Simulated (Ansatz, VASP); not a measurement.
**BeCdCu3 in VASP and in Ansatz**

The input INCAR:

```
ALGO = Normal
EDIFF = 1E-7
ENCUT = 520
GGA = PE
ISIF = 2
ISMEAR = 0
LASPH = True
LCHARG = False
LREAL = False
LWAVE = False
NBANDS = 32
NELM = 100
PREC = Accurate
SIGMA = 0.1
```

File KPOINTS:

```
k-points
0
Gamma
  12 12 8
```

The input POSCAR:

```
BeCdCu3
1.0
    4.7269940876      0.0000000000      0.0000000000
   -2.3634970438      4.0936969634      0.0000000000
    0.0000000000      0.0000000000      4.7445551700
Be Cd Cu
1 1 3
Direct
    0.0000000000      0.0000000000      0.5000000000
    0.0000000000      0.0000000000      0.0000000000
    0.5000000000      0.0000000000      0.5000000000
    0.5000000000      0.5000000000      0.5000000000
    0.0000000000      0.5000000000      0.5000000000
```

Input for Ansatz:

```yaml
crystal:
  lattice:
    - [4.7269940876, 0.0, 0.0]
    - [-2.3634970438, 4.0936969634, 0.0]
    - [0.0, 0.0, 4.74455517]
  atoms:
    - { symbol: Be, position: [0.0, 0.0, 0.5] }
    - { symbol: Cd, position: [0.0, 0.0, 0.0] }
    - { symbol: Cu, position: [0.5, 0.0, 0.5] }
    - { symbol: Cu, position: [0.5, 0.5, 0.5] }
    - { symbol: Cu, position: [0.0, 0.5, 0.5] }
basis:
  ecutwfc: 420
kpoints:
  mp_grid: { grid: [12, 12, 8] }
  band_path:
    path:
      - [[0.0, 0.0, 0.0], [0.5, 0.0, 0.0], [0.33333333, 0.33333333, 0.0], [0.0, 0.0, 0.0], [0.0, 0.0, 0.5], [0.5, 0.0, 0.5], [0.33333333, 0.33333333, 0.5], [0.0, 0.0, 0.5]]
      - [[0.5, 0.0, 0.5], [0.5, 0.0, 0.0]]
      - [[0.33333333, 0.33333333, 0.5], [0.33333333, 0.33333333, 0.0]]
    npoints: 14
hamiltonian:
  xc: pbe
scf:
  occupations: { method: gaussian, width: 0.1 }
  n_extra_bands: 12
output:
  forces: true
  stress: true
  eigenvalues: true
  populations: true
  dos: { projected: true, de: 0.02, nscf_kmesh: { grid: [15, 15, 10] } }
  bader: true
  write_density: true
  write_potential: true
  elf: true
  volumetric_format: npy
```

Alike in both runs: task single point; functional PBE; k mesh 12 × 12 × 8; occupations gaussian, width 0.1 eV; no spin polarisation.

|  | VASP | Ansatz |
| --- | --- | --- |
| version | VASP 6.6.1 | Ansatz 0.2.0 |
| potentials or method | VASP PAW PBE potentials, release 64 (Be, Cd, Cu), cutoff 520 eV | scalar-relativistic, plane waves, PAW |
| valence electrons in the cell | 47 | 79 |

```csv
,VASP,Ansatz,Ansatz less VASP
gap on the k mesh at the Fermi level (eV),none,none,-
pressure (GPa),0.3,0.0,-0.30
"traceless stress, the component that is largest in VASP (GPa)",-0.18,-0.01,+0.171
```

A gap of «none» marks a metal or a gap that the smearing closes. The functional is the same, so the differences come from potentials, cutoffs and numerics. VASP's potentials hold 47 valence electrons a cell and Ansatz's 79, so a difference there can come from the potentials and not from the codes.
